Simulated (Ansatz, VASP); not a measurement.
## MnSb in VASP and in Ansatz

INCAR

```
SYSTEM = MnSb
PREC = Accurate
ENCUT = 600
EDIFF = 1E-6
ISMEAR = -1
SIGMA = 0.05
LREAL = .False.
LASPH = .True.
NELM = 150
ALGO = Normal
ISIF = 3
LWAVE = .False.
LCHARG = .False.
ISPIN = 2
MAGMOM = 0 0 4 4
LORBIT = 11
LMAXMIX = 4
GGA = PS
IBRION = 2
NSW = 60
EDIFFG = -0.01
```

KPOINTS

```
Automatic mesh
0
Gamma
  7 7 5
  0 0 0
```

File POSCAR:

```
MnSb
1.0
    4.1500000000      0.0000000000      0.0000000000
   -2.0750000000      3.5940054257      0.0000000000
    0.0000000000      0.0000000000      5.7800000000
Sb Mn
2 2
Direct
    0.6666666667      0.3333333333      0.7500000000
    0.3333333333      0.6666666667      0.2500000000
    0.0000000000      0.0000000000      0.5000000000
    0.0000000000      0.0000000000      0.0000000000
```

File input.yaml:

```yaml
crystal:
  lattice:
    - [4.15, 0.0, 0.0]
    - [-2.075, 3.5940054257, 0.0]
    - [0.0, 0.0, 5.78]
  atoms:
    - { symbol: Sb, position: [0.6666666667, 0.3333333333, 0.75] }
    - { symbol: Sb, position: [0.3333333333, 0.6666666667, 0.25] }
    - { symbol: Mn, position: [0.0, 0.0, 0.5], spin: 4.0 }
    - { symbol: Mn, position: [0.0, 0.0, 0.0], spin: 4.0 }
hamiltonian:
  xc: pbesol
  pseudopotentials: { kind: paw }
magnetization:
  spin_polarized: true
kpoints:
  mp_grid: { grid: [7, 7, 5] }
scf:
  occupations: { method: fermi_dirac, width: 0.05 }
output:
  forces: true
  stress: true
relax:
  f_tol: 0.01
  max_steps: 40
  cell: { stress_tol: 0.05 }
```

Alike in both runs: task relaxation of cell and atoms; functional PBEsol; k mesh 7 × 7 × 5; occupations fermi-dirac, width 0.05 eV; collinear spin.

|  | VASP | Ansatz |
| --- | --- | --- |
| version | VASP 6.6.1 | Ansatz 0.2.0 |
| potentials or method | VASP PAW PBE potentials, release 64 (Sb, Mn_pv) | Ansatz PAW |
| plane-wave cutoff (eV) | 600 | 420 |
| valence electrons in the cell | 36 | 60 |

```csv
,VASP,Ansatz,Ansatz less VASP
net moment per atom (μB),1.42,1.42,+0.001
size of the moment on the site where the two differ most (μB),0.11,0.09,-0.021
relaxed volume (Å³/atom),18.78,18.76,-0.016
relaxed cell length with the largest relative difference (Å),5.434,5.428,-0.0054
```

VASP's potentials were made for PBE, not for PBEsol. Site moments also hang on the region over which each program counts them. VASP's potentials hold 36 valence electrons a cell and Ansatz's 60, so a difference there can come from the potentials and not from the codes.

Spin-orbit coupling is off throughout. Noted on Ansatz's run: the plane-wave basis is chosen anew once the cell has moved, so the energies of steps on either side of that aren't comparable.
